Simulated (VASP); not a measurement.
Wanted: the native input for a VASP 6.6.1 run.

```yaml
Task: relaxation of cell and atoms
Functional: PBE
Potentials_or_basis: VASP PAW PBE potentials, release 64 (Te, Mo_sv)
Cutoff: 600 eV
k_mesh: 12 × 12 × 2
Occupations: gaussian, width 0.02 eV
Spin: no spin polarisation
Dipole_correction: no
Further_INCAR_settings: ALGO = Normal; EDIFF = 1e-07; IBRION = 2; EDIFFG = -0.005; NSW = 100; ISIF = 3
```

The structure of Te2Mo lies in POSCAR:

```
Te2Mo
1.0
    3.5181997508      0.0000000000      0.0000000000
   -1.7590998754      3.0468503597      0.0000000000
    0.0000000000      0.0000000000     13.9736000000
Te Mo
4 2
Direct
    0.3333333333      0.6666666667      0.6210000000
    0.6666666667      0.3333333333      0.1210000000
    0.3333333333      0.6666666667      0.8790000000
    0.6666666667      0.3333333333      0.3790000000
    0.3333333333      0.6666666667      0.2500000000
    0.6666666667      0.3333333333      0.7500000000
```

The input as run:

INCAR

```
PREC     = Accurate       # precision mode
ENCUT    = 600            # plane-wave cutoff, eV
EDIFF    = 1E-7           # SCF threshold, eV
ISMEAR   = 0              # smearing method
SIGMA    = 0.02           # smearing width, eV
LREAL    = False          # projectors in reciprocal space
LASPH    = True           # aspherical terms in the spheres
NELM     = 60             # most SCF steps
ALGO     = Normal         # electronic algorithm
ISIF     = 3              # what is computed and relaxed
LWAVE    = False          # write WAVECAR
LCHARG   = False          # write CHGCAR
GGA      = PE             # functional
IBRION   = 2              # ionic algorithm
NSW      = 100            # ionic steps
EDIFFG   = -0.005         # ionic threshold
```

KPOINTS

```
Automatic mesh
0
Gamma
  12 12 2
```

Potentials or basis: VASP PAW PBE potentials, release 64 (Te, Mo_sv).

The run is started by

```bash
$ cat potpaw_PBE.64/Te/POTCAR potpaw_PBE.64/Mo_sv/POTCAR > POTCAR
$ mpirun -np 1 vasp_std > vasp.out
```

Results of the run:

The relaxed volume is 27.87 Å³/atom and the relaxed cell is a = 3.555 Å, b = 3.555 Å, c = 15.279 Å, α = 90.00°, β = 90.00°, γ = 120.00°. The space group after relaxing (to 0.1 Å) is P6_3/mmc (No. 194), the energy gained by relaxing is 14.1 meV/atom and the ionic steps are 34. The pressure after relaxing is 0.0 GPa. The largest force after relaxing is 0.003 eV/Å. The band gap on the k mesh is 1.01 eV (least direct gap 1.04 eV).

Caveat: spin-orbit coupling is left out, which moves the levels of the heavy elements; this functional lacks dispersion, which binds layers or chains, so the pressure and a relaxed spacing across them are unreliable.

It took 65 min on 1 thread of Intel(R) Xeon(R) Platinum 8488C (Sapphire Rapids) (shared host), peak memory 0.43 GiB.
